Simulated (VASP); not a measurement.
# MgO (P6_3mc) in VASP: a series of runs

The runs below take MgO through single point, with PBE.

Program: VASP 6.6.1. These are calculated values, not measurements. Logs are shortened: lines on timing, memory, paths and dates and some standing lists are left out, and cuts for length are marked.

### Step 1. The cell of the first run

Symmetry: P6_3mc, No. 186, hexagonal system. Conventional cell: a = 3.390 Å, b = 3.390 Å, c = 9.953 Å, α = 90.00°, β = 90.00°, γ = 120.00°. Mg (site symmetry 3m) has 4 O at 1.89 to 2.05 Å within 2.5 Å. Mg (site symmetry 3m) has 4 O at 1.90 to 2.04 Å within 2.5 Å. Within 2.5 Å of O (site symmetry 3m) lie 4 Mg at 1.89 to 2.04 Å. O (site symmetry 3m) has 4 Mg at 1.90 to 2.05 Å within 2.5 Å.

### Step 2. Single point, PBE

File INCAR:

```
SYSTEM = MgO
PREC = Accurate ; ENCUT = 520
EDIFF = 1E-6 ; ISMEAR = 0
SIGMA = 0.05 ; LREAL = .FALSE.
LASPH = .TRUE. ; NELM = 80
ALGO = Normal ; ISIF = 2
LWAVE = .FALSE. ; LCHARG = .FALSE.
GGA = PE ; NBANDS = 26
```

File KPOINTS:

```
Automatic mesh
0
G
  9 9 2
  0 0 0
```

File POSCAR:

```
MgO
1.0
    3.3899000000      0.0000000000      0.0000000000
   -1.6949500000      2.9357395163      0.0000000000
    0.0000000000      0.0000000000      9.9532000000
Mg O
4 4
Direct
    0.3333333333      0.6666666667      0.9694906392
    0.0000000000      0.0000000000      0.2208211786
    0.0000000000      0.0000000000      0.7208211786
    0.6666666667      0.3333333333      0.4694906392
    0.3333333333      0.6666666667      0.7800420079
    0.0000000000      0.0000000000      0.5296443544
    0.0000000000      0.0000000000      0.0296443544
    0.6666666667      0.3333333333      0.2800420079
```

Potentials or basis: VASP PAW PBE potentials, release 64 (Mg, O).

Started as:

```sh
$ cat potpaw_PBE.64/Mg/POTCAR potpaw_PBE.64/O/POTCAR > POTCAR
$ mpirun -np 1 vasp_std > vasp.out
```

OUTCAR:

```text
SYSTEM = MgO
   PREC = Accurate
   ENCUT = 520
   EDIFF = 1E-6
   ISMEAR = 0
   LREAL = .FALSE.
   LASPH = .TRUE.
   NELM = 80
   ISIF = 2
   GGA = PE

 ion  position               nearest neighbor table
   1  0.333  0.667  0.969-   5 1.89   7 2.05   7 2.05   7 2.05   3 3.16   3 3.16   3 3.16   2 3.18
                             2 3.18   2 3.18
   2  0.000  0.000  0.221-   7 1.90   8 2.04   8 2.04   8 2.04   4 3.16   4 3.16   4 3.16   1 3.18
                             1 3.18   1 3.18
   3  0.000  0.000  0.721-   6 1.90   5 2.04   5 2.04   5 2.04   1 3.16   1 3.16   1 3.16   4 3.18
                             4 3.18   4 3.18
   4  0.667  0.333  0.469-   8 1.89   6 2.05   6 2.05   6 2.05   2 3.16   2 3.16   2 3.16   3 3.18
                             3 3.18   3 3.18
   5  0.333  0.667  0.780-   1 1.89   3 2.04   3 2.04   3 2.04
   6  0.000  0.000  0.530-   3 1.90   4 2.05   4 2.05   4 2.05
   7  0.000  0.000  0.030-   2 1.90   1 2.05   1 2.05   1 2.05
   8  0.667  0.333  0.280-   4 1.89   2 2.04   2 2.04   2 2.04

  LATTYP: Found a hexagonal cell.
 ALAT       =     3.3899000000
 C/A-ratio  =     2.9361338093

  Lattice vectors:

 A1 = (   3.3899000000,   0.0000000000,   0.0000000000)
 A2 = (  -1.6949500000,   2.9357395163,   0.0000000000)
 A3 = (   0.0000000000,   0.0000000000,   9.9532000000)

Analysis of symmetry for initial positions (statically):
=====================================================================
 Subroutine PRICEL returns:
 Original cell was already a primitive cell.

 Routine SETGRP: Setting up the symmetry group for a
 hexagonal supercell.

 Subroutine GETGRP returns: Found 12 space group operations
 (whereof  6 operations were pure point group operations)
 out of a pool of 24 trial point group operations.

The static configuration has the point symmetry C_3v.
 The point group associated with its full space group is C_6v.

Analysis of symmetry for dynamics (positions and initial velocities):
=====================================================================
 Subroutine PRICEL returns:
 Original cell was already a primitive cell.

 Routine SETGRP: Setting up the symmetry group for a
 hexagonal supercell.

 Subroutine GETGRP returns: Found 12 space group operations
 (whereof  6 operations were pure point group operations)
 out of a pool of 24 trial point group operations.

The dynamic configuration has the point symmetry C_3v.
 The point group associated with its full space group is C_6v.

 Subroutine INISYM returns: Found 12 space group operations
 (whereof  6 operations are pure point group operations),
 and found     1 'primitive' translations

----------------------------------------------------------------------------------------

                                     Primitive cell

  volume of cell :      99.0529

  direct lattice vectors                    reciprocal lattice vectors
     3.389900000  0.000000000  0.000000000     0.294993953  0.170314838  0.000000000
    -1.694950000  2.935739516  0.000000000     0.000000000  0.340629676  0.000000000
     0.000000000  0.000000000  9.953200000     0.000000000  0.000000000  0.100470201

  length of vectors
     3.389900000  3.389900000  9.953200000     0.340629676  0.340629676  0.100470201

  position of ions in fractional coordinates (direct lattice)
     0.333333333  0.666666667  0.969490639
     0.000000000  0.000000000  0.220821179
     0.000000000  0.000000000  0.720821179
     0.666666667  0.333333333  0.469490639
     0.333333333  0.666666667  0.780042008
     0.000000000  0.000000000  0.529644354
     0.000000000  0.000000000  0.029644354
     0.666666667  0.333333333  0.280042008

  ion indices of the primitive-cell ions
   primitive index   ion index
                 1           1
                 2           2
                 3           3
                 4           4
                 5           5
                 6           6
                 7           7
                 8           8

----------------------------------------------------------------------------------------

 KPOINTS: Automatic mesh

Automatic generation of k-mesh.
 Grid dimensions read from file:
 generate k-points for:    9    9    2

 Generating k-lattice:

  Cartesian coordinates                     Fractional coordinates (reciprocal lattice)
     0.032777106  0.018923871  0.000000000     0.111111111  0.000000000  0.000000000
     0.000000000  0.037847742  0.000000000     0.000000000  0.111111111  0.000000000
     0.000000000  0.000000000  0.050235100     0.000000000  0.000000000  0.500000000

  Length of vectors
     0.037847742  0.037847742  0.050235100

  Shift w.r.t. Gamma in fractional coordinates (k-lattice)
     0.000000000  0.000000000  0.000000000

 Subroutine IBZKPT returns following result:
 ===========================================

 Found     24 irreducible k-points:

 Following reciprocal coordinates:
            Coordinates               Weight
  0.000000  0.000000  0.000000      1.000000
  0.111111  0.000000  0.000000      6.000000
  0.222222  0.000000  0.000000      6.000000
  0.333333  0.000000  0.000000      6.000000
  0.444444  0.000000  0.000000      6.000000
  0.111111  0.111111  0.000000      6.000000
[... 16 lines left out ...]
  0.333333  0.222222  0.500000     12.000000
  0.333333  0.333333  0.500000      2.000000
   k-points           NKPTS =     24   k-points in BZ     NKDIM =     24   number of bands    NBANDS=     26
   number of dos      NEDOS =    301   number of ions     NIONS =      8
   total plane-waves  NPLWV =  62720
   dimension x,y,z NGX =    28 NGY =   28 NGZ =   80
   dimension x,y,z NGXF=    56 NGYF=   56 NGZF=  160
   ions per type =               4   4
   NGX,Y,Z   is equivalent  to a cutoff of  13.73, 13.73, 13.36 a.u.
   NGXF,Y,Z  is equivalent  to a cutoff of  27.46, 27.46, 26.72 a.u.
 SYSTEM =  MgO
   PREC   = accura    normal or accurate (medium, high low for compatibility)
   ISTART =      0    job   : 0-new  1-cont  2-samecut
   ICHARG =      2    charge: 1-file 2-atom 10-const
   ISPIN  =      1    spin polarized calculation?
   LNONCOLLINEAR =      F non collinear calculations
   LSORBIT =      F    spin-orbit coupling
   LASPH  =      T    aspherical Exc in radial PAW
   ENCUT  =  520.0 eV  38.22 Ry    6.18 a.u.   6.30  6.30 18.51*2*pi/ulx,y,z
   NELM   =     80;   NELMIN=  2; NELMDL= -5     # of ELM steps
   EDIFF  = 0.1E-05   stopping-criterion for ELM
   LREAL  =      F    real-space projection
   EDIFFG = 0.1E-04   stopping-criterion for IOM
   NSW    =      0    number of steps for IOM
   IBRION =     -1    ionic relax: 0-MD 1-quasi-New 2-CG
   NFREE  =      0    steps in history (QN), initial steepest desc. (CG)
   ISIF   =      2    stress and relaxation
   ISYM   =      2    0-nonsym 1-usesym 2-fastsym
   POTIM  = 0.5000    time-step for ionic-motion
   TEBEG  =    0.0;   TEEND  =   0.0 temperature during run
   PSTRESS=    0.0 pullay stress
   NELECT =      32.0000    total number of electrons
   NUPDOWN=      -1.0000    fix difference up-down
   EMIN   =  10.00;   EMAX   =-10.00  energy-range for DOS
   EFERMI =   0.00;   METHOD = LEGACY
   ISMEAR =     0;   SIGMA  =   0.05  broadening in eV -4-tet -1-fermi 0-gaus
   EFERMI_NEDOS =   21; number of points for ismear=-14 and -15
   IALGO  =     38    algorithm
   IMIX   =      4    mixing-type and parameters
     AMIX     =   0.40;   BMIX     =  1.00
     AMIX_MAG =   1.60;   BMIX_MAG =  1.00
  volume/ion in A,a.u.               =      12.38        83.56
  Fermi-wavevector in a.u.,A,eV,Ry     =   1.123317  2.122762 17.168399  1.261842
  Thomas-Fermi vector in A             =   2.259983
   LORBIT       =      0    0 simple, 1 ext, 2 COOP (PROOUT), +10 PAW based schemes
   GGA     = PE    functional components
   LHFCALC =     F    Hartree Fock is set to
   AEXX    =    0.0000 exact exchange contribution
   IVDW    =     0    specifies the selected vdW correction
   LEPSILON=     F    determine dielectric tensor
   LRPA    =     F    only Hartree local field effects (RPA)
 non-spin polarized calculation
 Gauss-broadening in eV      SIGMA  =   0.05
  energy-cutoff  :      520.00
  volume of cell :       99.05
 maximum number of plane-waves:      2701
 NGX is ok and might be reduce to    28
   NGX = 13   NGY = 13   NGZ = 37

 number of electron      31.9999995 magnetization

 Free energy of the ion-electron system (eV)
  ---------------------------------------------------
  ext. energy  EPLUGINS =         0.00000000
  ---------------------------------------------------
  free energy    TOTEN  =       -46.56228491 eV

  energy without entropy =      -46.56228491  energy(sigma->0) =      -46.56228491

 E-fermi :   1.0269     XC(G=0):  -9.5376

 val. band max:        0.8121725379   @ k =   0.0000   0.0000   0.0000
 cond. band min:       4.0071587314   @ k =   0.0000   0.0000   0.0000
 fundamental gap:      3.1949861935
 Fermi energy:         1.0269347584

 k-point     1 :       0.0000    0.0000    0.0000
  band No.  band energies     occupation
      1     -15.2172      2.00000
      2     -14.8739      2.00000
      3     -14.8215      2.00000
      4     -14.4509      2.00000
      5      -2.1536      2.00000
      6      -1.0966      2.00000
[... 18 lines left out ...]
     25      14.5206      0.00000
     26      14.8205      0.00000

 k-point     2 :       0.1111    0.0000    0.0000
  band No.  band energies     occupation
      1     -15.1635      2.00000
      2     -14.8376      2.00000
      3     -14.7850      2.00000
      4     -14.4363      2.00000
      5      -2.0433      2.00000
      6      -1.1936      2.00000
[... 18 lines left out ...]
     25      14.3535      0.00000
     26      14.4815      0.00000

 k-point     3 :       0.2222    0.0000    0.0000
  band No.  band energies     occupation
      1     -15.0187      2.00000
      2     -14.7440      2.00000
      3     -14.6914      2.00000
      4     -14.4053      2.00000
      5      -1.7405      2.00000
      6      -1.5147      2.00000
[... 18 lines left out ...]
     25      13.9070      0.00000
     26      14.2954      0.00000

 k-point     4 :       0.3333    0.0000    0.0000
  band No.  band energies     occupation
      1     -14.8305      2.00000
      2     -14.6347      2.00000
      3     -14.5824      2.00000
      4     -14.3875      2.00000
      5      -1.9758      2.00000
      6      -1.8089      2.00000
[... 18 lines left out ...]
     25      13.4304      0.00000
     26      14.0580      0.00000

 k-point     5 :       0.4444    0.0000    0.0000
  band No.  band energies     occupation
      1     -14.6759      2.00000
      2     -14.5613      2.00000
      3     -14.5118      2.00000
      4     -14.4017      2.00000
      5      -2.2989      2.00000
      6      -2.0628      2.00000
[... 18 lines left out ...]
     25      13.4770      0.00000
     26      14.1153      0.00000

 k-point     6 :       0.1111    0.1111    0.0000
  band No.  band energies     occupation
      1     -15.0641      2.00000
      2     -14.7726      2.00000
      3     -14.7200      2.00000
      4     -14.4136      2.00000
      5      -1.8337      2.00000
      6      -1.3909      2.00000
[... 427 lines left out ...]
 k-point    21 :       0.4444    0.1111    0.5000
  band No.  band energies     occupation
      1     -14.5971      2.00000
      2     -14.5971      2.00000
      3     -14.4408      2.00000
      4     -14.4408      2.00000
      5      -2.0888      2.00000
      6      -2.0888      2.00000
[... 18 lines left out ...]
     25      13.6746      0.00000
     26      13.6746      0.00000

 k-point    22 :       0.2222    0.2222    0.5000
  band No.  band energies     occupation
      1     -14.6861      2.00000
      2     -14.6861      2.00000
      3     -14.4375      2.00000
      4     -14.4375      2.00000
      5      -1.7106      2.00000
      6      -1.7106      2.00000
[... 18 lines left out ...]
     25      13.2293      0.00000
     26      13.2293      0.00000

 k-point    23 :       0.3333    0.2222    0.5000
  band No.  band energies     occupation
      1     -14.5730      2.00000
      2     -14.5730      2.00000
      3     -14.4415      2.00000
      4     -14.4415      2.00000
      5      -1.8651      2.00000
      6      -1.8651      2.00000
[... 18 lines left out ...]
     25      13.2951      0.00000
     26      13.3388      0.00000

 k-point    24 :       0.3333    0.3333    0.5000
  band No.  band energies     occupation
      1     -14.5162      2.00000
      2     -14.5162      2.00000
      3     -14.4605      2.00000
      4     -14.4605      2.00000
      5      -1.7194      2.00000
      6      -1.7194      2.00000
[... 18 lines left out ...]
     25      13.2670      0.00000
     26      13.2702      0.00000

------------------------ aborting loop because EDIFF is reached ----------------------------------------

  FORCE on cell =-STRESS in cart. coord.  units (eV):
  Direction    XX          YY          ZZ          XY          YZ          ZX
  --------------------------------------------------------------------------------------
  -------------------------------------------------------------------------------------
  Total       -4.5278236     -4.5278236      7.8163889      0.0000000      0.0000000      0.0000000
  in kB      -73.2374045    -73.2374045    126.4298455      0.0000000      0.0000000      0.0000000
  external PRESSURE =      -6.6816545 kB  Pullay stress =       0.0000000 kB

 VOLUME and BASIS-vectors are now :
 -----------------------------------------------------------------------------
  energy-cutoff  :      520.00
  volume of cell :       99.05
      direct lattice vectors                 reciprocal lattice vectors
     3.389900000  0.000000000  0.000000000     0.294993953  0.170314838  0.000000000
    -1.694950000  2.935739516  0.000000000     0.000000000  0.340629676  0.000000000
     0.000000000  0.000000000  9.953200000     0.000000000  0.000000000  0.100470201

 POSITION                                       TOTAL-FORCE (eV/Angst)
 -----------------------------------------------------------------------------------
     -0.00000      1.95716      9.64953        -0.000000      0.000000      0.927158
      0.00000      0.00000      2.19788         0.000000      0.000000      0.988697
      0.00000      0.00000      7.17448        -0.000000      0.000000      0.988697
      1.69495      0.97858      4.67293         0.000000     -0.000000      0.927158
     -0.00000      1.95716      7.76391        -0.000000      0.000000     -0.980572
      0.00000      0.00000      5.27166         0.000000      0.000000     -0.935283
      0.00000      0.00000      0.29506         0.000000     -0.000000     -0.935283
      1.69495      0.97858      2.78731        -0.000000      0.000000     -0.980572
 -----------------------------------------------------------------------------------
    total drift:                               -0.000000     -0.000000     -0.001613

  FREE ENERGIE OF THE ION-ELECTRON SYSTEM (eV)
  ---------------------------------------------------
  free  energy   TOTEN  =       -46.5622849116 eV

  energy  without entropy=      -46.5622849116  energy(sigma->0) =      -46.56228491
```

Run time: 60 s. Hardware: 1 thread of Intel Xeon Platinum 8124M at 3.00GHz (Skylake/Cascade Lake), shared host; peak memory 0.25 GiB.

What came out:

| Property | Result |
| --- | --- |
| Free energy | -46.5623 eV |
| Pressure | -0.7 GPa |
| Largest force | 0.989 eV/Å |
| Band gap on the k mesh | 3.19 eV, direct |

Forces on the atoms (eV/Å):
```
Mg   0.000  0.000  0.927
Mg   0.000  0.000  0.989
Mg   0.000  0.000  0.989
Mg   0.000  0.000  0.927
O    0.000  0.000 -0.981
O    0.000  0.000 -0.935
O    0.000  0.000 -0.935
O    0.000  0.000 -0.981
```

Stress tensor (GPa, compression positive):
```
-7.32  0.00  0.00
 0.00 -7.32  0.00
 0.00  0.00 12.64
```

### Step 3. Single point, PBE

This run uses another cell than the first one, of 12.48 Å³/atom, 1.008 times its volume.

File INCAR:

```
PREC     = Accurate       # precision mode
ENCUT    = 520            # plane-wave cutoff, eV
EDIFF    = 1E-6           # SCF threshold, eV
ISMEAR   = 0              # smearing method
SIGMA    = 0.05           # smearing width, eV
LREAL    = F              # projectors in reciprocal space
LASPH    = T              # aspherical terms in the spheres
NELM     = 80             # most SCF steps
ALGO     = Normal         # electronic algorithm
ISIF     = 2              # what is computed and relaxed
LWAVE    = F              # write WAVECAR
LCHARG   = F              # write CHGCAR
GGA      = PE             # functional
NBANDS   = 26             # bands
```

File KPOINTS:

```
regular mesh
0
Gamma
  9 9 2
```

Changes to POSCAR since step 2:

```diff
@@ -2,5 +2,5 @@
 1.0
-    3.3899000000      0.0000000000      0.0000000000
-   -1.6949500000      2.9357395163      0.0000000000
-    0.0000000000      0.0000000000      9.9532000000
+    3.2259000000      0.0000000000      0.0000000000
+   -1.6129500000      2.7937113501      0.0000000000
+    0.0000000000      0.0000000000     11.0746000000
 Mg O
```

Potentials or basis: VASP PAW PBE potentials, release 64 (Mg, O).

Started as:

```sh
$ cat potpaw_PBE.64/Mg/POTCAR potpaw_PBE.64/O/POTCAR > POTCAR
$ mpirun -np 1 vasp_std > vasp.out
```

Wall time 45 s (1 thread of Intel Xeon Platinum 8124M at 3.00GHz (Skylake/Cascade Lake), shared host); peak memory 0.22 GiB.

The run converged. Its results:

* Free energy: -46.7144 eV
* Pressure: -1.6 GPa
* Largest force: 0.410 eV/Å
* Band gap on the k mesh: 3.35 eV, direct

Forces on the atoms (eV/Å):
```
Mg   0.000  0.000 -0.374
Mg   0.000  0.000 -0.410
Mg   0.000  0.000 -0.410
Mg   0.000  0.000 -0.374
O    0.000  0.000  0.409
O    0.000  0.000  0.374
O    0.000  0.000  0.374
O    0.000  0.000  0.409
```

Stress tensor (GPa, compression positive):
```
  2.86   0.00   0.00
  0.00   2.86   0.00
  0.00   0.00 -10.44
```

Levels at points of the mesh, in eV from the valence-band top:
| k point | band 14 | band 15 | band 16 | band 17 | band 18 | band 19 |
| --- | --- | --- | --- | --- | --- | --- |
| (0.00, 0.00, 0.00) | -0.06 | 0.00 | 0.00 | 3.35 | 5.65 | 5.73 |
| (0.00, 0.00, 0.50) | -0.02 | -0.02 | -0.02 | 4.16 | 4.16 | 7.28 |

(Part 1 of 2 ends here.)
